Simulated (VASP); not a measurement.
# ZnCd2S3 (P6_3mc) in VASP: single point with PBE

Aim: the single point of ZnCd2S3 with PBE.

All numbers are computed with VASP 6.6.1; they aren't measurements. Logs are shortened: lines on timing, memory, paths and dates and some standing lists are left out, and cuts for length are marked.

## (1) The cell of the first run

It takes space group P6_3mc (No. 186, hexagonal). Conventional cell: a = 4.068 Å, b = 4.068 Å, c = 20.103 Å, α = 90.00°, β = 90.00°, γ = 120.00°. Within 3.1 Å of Zn (site symmetry 3m) lie 4 S at 2.35 to 2.45 Å. Within 3.3 Å of Cd (site symmetry 3m) lie 4 S at 2.53 to 2.55 Å. Within 3.3 Å of Cd (site symmetry 3m) lie 4 S at 2.54 to 2.56 Å. Within 3.3 Å of S (site symmetry 3m) lie 4 Cd at 2.54 to 2.55 Å. S (site symmetry 3m) has 3 Zn at 2.45 Å and 1 Cd at 2.56 Å within 3.2 Å. S (site symmetry 3m) has 1 Zn at 2.35 Å and 3 Cd at 2.53 Å within 3.1 Å.

## (2) Single point, PBE

Contents of INCAR:

```
ALGO = Normal
EDIFF = 1E-7
ENCUT = 520
GGA = PE
ISIF = 2
ISMEAR = 0
LASPH = T
LCHARG = T
LELF = T
LREAL = F
LVHAR = T
LWAVE = F
NBANDS = 66
NELM = 60
PREC = Accurate
SIGMA = 0.02
```

Contents of KPOINTS:

```
k-points
0
Gamma
  12 12 2
```

Contents of POSCAR:

```
ZnCd2S3
1.0
    4.0679743128      0.0000000000      0.0000000000
   -2.0339871564      3.5229690968      0.0000000000
    0.0000000000      0.0000000000     20.1030627574
Zn Cd S
2 4 6
Direct
    0.6666666667      0.3333333333      0.3332466664
    0.3333333333      0.6666666667      0.8332466664
    0.0000000000      0.0000000000      0.9971172338
    0.0000000000      0.0000000000      0.4971172338
    0.3333333333      0.6666666667      0.1716345902
    0.6666666667      0.3333333333      0.6716345902
    0.0000000000      0.0000000000      0.1239717346
    0.0000000000      0.0000000000      0.6239717346
    0.3333333333      0.6666666667      0.2989792928
    0.6666666667      0.3333333333      0.7989792928
    0.6666666667      0.3333333333      0.4500504821
    0.3333333333      0.6666666667      0.9500504821
```

Potentials or basis: VASP PAW PBE potentials, release 64 (Zn, Cd, S).

The run is started by

```bash
cat potpaw_PBE.64/Zn/POTCAR potpaw_PBE.64/Cd/POTCAR potpaw_PBE.64/S/POTCAR > POTCAR
mpirun -np 1 vasp_std > vasp.out
```

OUTCAR:

```text
EDIFF = 1E-7
   ENCUT = 520
   GGA = PE
   ISIF = 2
   ISMEAR = 0
   LASPH = T
   LREAL = F
   NELM = 60
   PREC = Accurate

 ion  position               nearest neighbor table
   1  0.667  0.333  0.333-  11 2.35   9 2.45   9 2.45   9 2.45
   2  0.333  0.667  0.833-  12 2.35  10 2.45  10 2.45  10 2.45
   3  0.000  0.000  0.997-  12 2.53  12 2.53  12 2.53   7 2.55
   4  0.000  0.000  0.497-  11 2.53  11 2.53  11 2.53   8 2.55
   5  0.333  0.667  0.172-   7 2.54   7 2.54   7 2.54   9 2.56
   6  0.667  0.333  0.672-   8 2.54   8 2.54   8 2.54  10 2.56
   7  0.000  0.000  0.124-   5 2.54   5 2.54   5 2.54   3 2.55
   8  0.000  0.000  0.624-   6 2.54   6 2.54   6 2.54   4 2.55
   9  0.333  0.667  0.299-   1 2.45   1 2.45   1 2.45   5 2.56
  10  0.667  0.333  0.799-   2 2.45   2 2.45   2 2.45   6 2.56
  11  0.667  0.333  0.450-   1 2.35   4 2.53   4 2.53   4 2.53
  12  0.333  0.667  0.950-   2 2.35   3 2.53   3 2.53   3 2.53

  LATTYP: Found a hexagonal cell.
 ALAT       =     4.0679743128
 C/A-ratio  =     4.9417870448

  Lattice vectors:

 A1 = (   4.0679743128,   0.0000000000,   0.0000000000)
 A2 = (  -2.0339871564,   3.5229690968,   0.0000000000)
 A3 = (   0.0000000000,   0.0000000000,  20.1030627574)

Analysis of symmetry for initial positions (statically):
=====================================================================
 Subroutine PRICEL returns:
 Original cell was already a primitive cell.

 Routine SETGRP: Setting up the symmetry group for a
 hexagonal supercell.

 Subroutine GETGRP returns: Found 12 space group operations
 (whereof  6 operations were pure point group operations)
 out of a pool of 24 trial point group operations.

The static configuration has the point symmetry C_3v.
 The point group associated with its full space group is C_6v.

Analysis of symmetry for dynamics (positions and initial velocities):
=====================================================================
 Subroutine PRICEL returns:
 Original cell was already a primitive cell.

 Routine SETGRP: Setting up the symmetry group for a
 hexagonal supercell.

 Subroutine GETGRP returns: Found 12 space group operations
 (whereof  6 operations were pure point group operations)
 out of a pool of 24 trial point group operations.

The dynamic configuration has the point symmetry C_3v.
 The point group associated with its full space group is C_6v.

 Subroutine INISYM returns: Found 12 space group operations
 (whereof  6 operations are pure point group operations),
 and found     1 'primitive' translations

----------------------------------------------------------------------------------------

                                     Primitive cell

  volume of cell :     288.1040

  direct lattice vectors                    reciprocal lattice vectors
     4.067974313  0.000000000  0.000000000     0.245822595  0.141925741  0.000000000
    -2.033987156  3.522969097  0.000000000     0.000000000  0.283851482  0.000000000
     0.000000000  0.000000000 20.103062757     0.000000000  0.000000000  0.049743664

  length of vectors
     4.067974313  4.067974313 20.103062757     0.283851482  0.283851482  0.049743664

  position of ions in fractional coordinates (direct lattice)
     0.666666667  0.333333333  0.333246666
     0.333333333  0.666666667  0.833246666
     0.000000000  0.000000000  0.997117234
     0.000000000  0.000000000  0.497117234
     0.333333333  0.666666667  0.171634590
     0.666666667  0.333333333  0.671634590
     0.000000000  0.000000000  0.123971735
     0.000000000  0.000000000  0.623971735
     0.333333333  0.666666667  0.298979293
     0.666666667  0.333333333  0.798979293
     0.666666667  0.333333333  0.450050482
     0.333333333  0.666666667  0.950050482

  ion indices of the primitive-cell ions
   primitive index   ion index
                 1           1
                 2           2
                 3           3
                 4           4
                 5           5
                 6           6
                 7           7
                 8           8
                 9           9
                10          10
                11          11
                12          12

----------------------------------------------------------------------------------------

 KPOINTS: k-points

Automatic generation of k-mesh.
 Grid dimensions read from file:
 generate k-points for:   12   12    2

 Generating k-lattice:

  Cartesian coordinates                     Fractional coordinates (reciprocal lattice)
     0.020485216  0.011827145  0.000000000     0.083333333  0.000000000  0.000000000
     0.000000000  0.023654290  0.000000000     0.000000000  0.083333333  0.000000000
     0.000000000  0.000000000  0.024871832     0.000000000  0.000000000  0.500000000

  Length of vectors
     0.023654290  0.023654290  0.024871832

  Shift w.r.t. Gamma in fractional coordinates (k-lattice)
     0.000000000  0.000000000  0.000000000

 Subroutine IBZKPT returns following result:
 ===========================================

 Found     38 irreducible k-points:

 Following reciprocal coordinates:
            Coordinates               Weight
  0.000000  0.000000  0.000000      1.000000
  0.083333 -0.000000  0.000000      6.000000
  0.166667  0.000000  0.000000      6.000000
  0.250000  0.000000  0.000000      6.000000
  0.333333  0.000000  0.000000      6.000000
  0.416667 -0.000000  0.000000      6.000000
[... 16 lines left out ...]
  0.250000  0.000000  0.500000      6.000000
  0.333333  0.000000  0.500000      6.000000
 [... further k-points ...]
   k-points           NKPTS =     38   k-points in BZ     NKDIM =     38   number of bands    NBANDS=     66
   number of dos      NEDOS =    301   number of ions     NIONS =     12
   total plane-waves  NPLWV = 135000
   dimension x,y,z NGX =    30 NGY =   30 NGZ =  150
   dimension x,y,z NGXF=    60 NGYF=   60 NGZF=  300
   ions per type =               2   4   6
   NGX,Y,Z   is equivalent  to a cutoff of  12.26, 12.26, 12.40 a.u.
   NGXF,Y,Z  is equivalent  to a cutoff of  24.52, 24.52, 24.81 a.u.
 SYSTEM =  unknown system
   PREC   = accura    normal or accurate (medium, high low for compatibility)
   ISTART =      0    job   : 0-new  1-cont  2-samecut
   ICHARG =      2    charge: 1-file 2-atom 10-const
   ISPIN  =      1    spin polarized calculation?
   LNONCOLLINEAR =      F non collinear calculations
   LSORBIT =      F    spin-orbit coupling
   LASPH  =      T    aspherical Exc in radial PAW
   ENCUT  =  520.0 eV  38.22 Ry    6.18 a.u.   7.56  7.56 37.38*2*pi/ulx,y,z
   NELM   =     60;   NELMIN=  2; NELMDL= -5     # of ELM steps
   EDIFF  = 0.1E-06   stopping-criterion for ELM
   LREAL  =      F    real-space projection
   EDIFFG = 0.1E-05   stopping-criterion for IOM
   NSW    =      0    number of steps for IOM
   IBRION =     -1    ionic relax: 0-MD 1-quasi-New 2-CG
   NFREE  =      0    steps in history (QN), initial steepest desc. (CG)
   ISIF   =      2    stress and relaxation
   ISYM   =      2    0-nonsym 1-usesym 2-fastsym
   POTIM  = 0.5000    time-step for ionic-motion
   TEBEG  =    0.0;   TEEND  =   0.0 temperature during run
   PSTRESS=    0.0 pullay stress
   NELECT =     108.0000    total number of electrons
   NUPDOWN=      -1.0000    fix difference up-down
   EMIN   =  10.00;   EMAX   =-10.00  energy-range for DOS
   EFERMI =   0.00;   METHOD = LEGACY
   ISMEAR =     0;   SIGMA  =   0.02  broadening in eV -4-tet -1-fermi 0-gaus
   EFERMI_NEDOS =   21; number of points for ismear=-14 and -15
   IALGO  =     38    algorithm
   IMIX   =      4    mixing-type and parameters
     AMIX     =   0.40;   BMIX     =  1.00
     AMIX_MAG =   1.60;   BMIX_MAG =  1.00
  volume/ion in A,a.u.               =      24.01       162.02
  Fermi-wavevector in a.u.,A,eV,Ry     =   1.180410  2.230652 18.957929  1.393369
  Thomas-Fermi vector in A             =   2.316703
   LORBIT       =      0    0 simple, 1 ext, 2 COOP (PROOUT), +10 PAW based schemes
   GGA     = PE    functional components
   LHFCALC =     F    Hartree Fock is set to
   AEXX    =    0.0000 exact exchange contribution
   IVDW    =     0    specifies the selected vdW correction
   LEPSILON=     F    determine dielectric tensor
   LRPA    =     F    only Hartree local field effects (RPA)
 non-spin polarized calculation
 Gauss-broadening in eV      SIGMA  =   0.02
  energy-cutoff  :      520.00
  volume of cell :      288.10
 maximum number of plane-waves:      7815
   NGX = 15   NGY = 15   NGZ = 75

 number of electron     108.0000078 magnetization

 Free energy of the ion-electron system (eV)
  ---------------------------------------------------
  ext. energy  EPLUGINS =         0.00000000
  ---------------------------------------------------
  free energy    TOTEN  =       -37.96087763 eV

  energy without entropy =      -37.96087763  energy(sigma->0) =      -37.96087763

 E-fermi :   1.3981     XC(G=0):  -9.1204

 val. band max:        1.2765327345   @ k =   0.0000   0.0000   0.0000
 cond. band min:       2.4588063182   @ k =   0.0000   0.0000   0.0000
 fundamental gap:      1.1822735837
 Fermi energy:         1.3981041562

 k-point     1 :       0.0000    0.0000    0.0000
  band No.  band energies     occupation
      1     -11.1715      2.00000
      2     -11.1207      2.00000
      3     -10.9019      2.00000
      4     -10.7583      2.00000
      5     -10.6779      2.00000
      6     -10.5860      2.00000
[... 58 lines left out ...]
     65       7.6186      0.00000
     66       7.6359      0.00000

 k-point     2 :       0.0833   -0.0000    0.0000
  band No.  band energies     occupation
      1     -11.1411      2.00000
      2     -11.0916      2.00000
      3     -10.8788      2.00000
      4     -10.7402      2.00000
      5     -10.6610      2.00000
      6     -10.5728      2.00000
[... 1576 lines left out ...]
     65       7.9334      0.00000
     66       7.9334      0.00000

 [... further k-points ...]

------------------------ aborting loop because EDIFF is reached ----------------------------------------

  FORCE on cell =-STRESS in cart. coord.  units (eV):
  Direction    XX          YY          ZZ          XY          YZ          ZX
  --------------------------------------------------------------------------------------
  -------------------------------------------------------------------------------------
  Total        0.4815773      0.4815773      0.4899279      0.0000000      0.0000000      0.0000000
  in kB        2.6781033      2.6781033      2.7245416      0.0000000      0.0000000      0.0000000
  external PRESSURE =       2.6935827 kB  Pullay stress =       0.0000000 kB

 VOLUME and BASIS-vectors are now :
 -----------------------------------------------------------------------------
  energy-cutoff  :      520.00
  volume of cell :      288.10
      direct lattice vectors                 reciprocal lattice vectors
     4.067974313  0.000000000  0.000000000     0.245822595  0.141925741  0.000000000
    -2.033987156  3.522969097  0.000000000     0.000000000  0.283851482  0.000000000
     0.000000000  0.000000000 20.103062757     0.000000000  0.000000000  0.049743664

 POSITION                                       TOTAL-FORCE (eV/Angst)
 -----------------------------------------------------------------------------------
      2.03399      1.17432      6.69928        -0.000000      0.000000     -0.006548
     -0.00000      2.34865     16.75081        -0.000000      0.000000     -0.006548
      0.00000      0.00000     20.04511        -0.000000      0.000000      0.007719
      0.00000      0.00000      9.99358         0.000000      0.000000      0.007719
     -0.00000      2.34865      3.45038         0.000000      0.000000      0.010437
      2.03399      1.17432     13.50191        -0.000000     -0.000000      0.010437
      0.00000      0.00000      2.49221         0.000000      0.000000     -0.006428
      0.00000      0.00000     12.54374        -0.000000      0.000000     -0.006428
     -0.00000      2.34865      6.01040        -0.000000     -0.000000      0.016487
      2.03399      1.17432     16.06193         0.000000      0.000000      0.016487
      2.03399      1.17432      9.04739        -0.000000      0.000000     -0.021667
     -0.00000      2.34865     19.09892         0.000000      0.000000     -0.021667
 -----------------------------------------------------------------------------------
    total drift:                               -0.000002     -0.000002      0.000648

  FREE ENERGIE OF THE ION-ELECTRON SYSTEM (eV)
  ---------------------------------------------------
  free  energy   TOTEN  =       -37.9608776348 eV

  energy  without entropy=      -37.9608776348  energy(sigma->0) =      -37.96087763
```

It took 11 min on 1 thread of Intel Xeon Platinum 8488C (Sapphire Rapids), shared host; peak memory 0.71 GiB.

Results:

```yaml
Free_energy: -37.9609 eV
Pressure: 0.3 GPa
Largest_force: 0.022 eV/Å
Band_gap_on_the_k_mesh: 1.18 eV
```

Forces in eV/Å, atoms in the order of the input:
```
Zn   0.000  0.000 -0.007
Zn   0.000  0.000 -0.007
Cd   0.000  0.000  0.008
Cd   0.000  0.000  0.008
Cd   0.000  0.000  0.010
Cd   0.000  0.000  0.010
S    0.000  0.000 -0.006
S    0.000  0.000 -0.006
S    0.000  0.000  0.016
S    0.000  0.000  0.016
S    0.000  0.000 -0.022
S    0.000  0.000 -0.022
```

Levels at points of the mesh, in eV from the valence-band top:
| k point | band 51 | band 52 | band 53 | band 54 | band 55 | band 56 | band 57 | band 58 |
| --- | --- | --- | --- | --- | --- | --- | --- | --- |
| (0.00, 0.00, 0.00) | -0.12 | -0.12 | 0.00 | 0.00 | 1.18 | 2.19 | 2.50 | 2.78 |
| (0.50, 0.00, 0.00) | -1.11 | -0.96 | -0.94 | -0.71 | 3.02 | 3.36 | 3.62 | 3.64 |
| (0.00, 0.00, 0.50) | -0.05 | -0.05 | -0.05 | -0.05 | 1.66 | 1.66 | 2.72 | 2.72 |
| (0.50, 0.00, 0.50) | -1.08 | -1.08 | -0.79 | -0.79 | 3.10 | 3.10 | 3.76 | 3.76 |
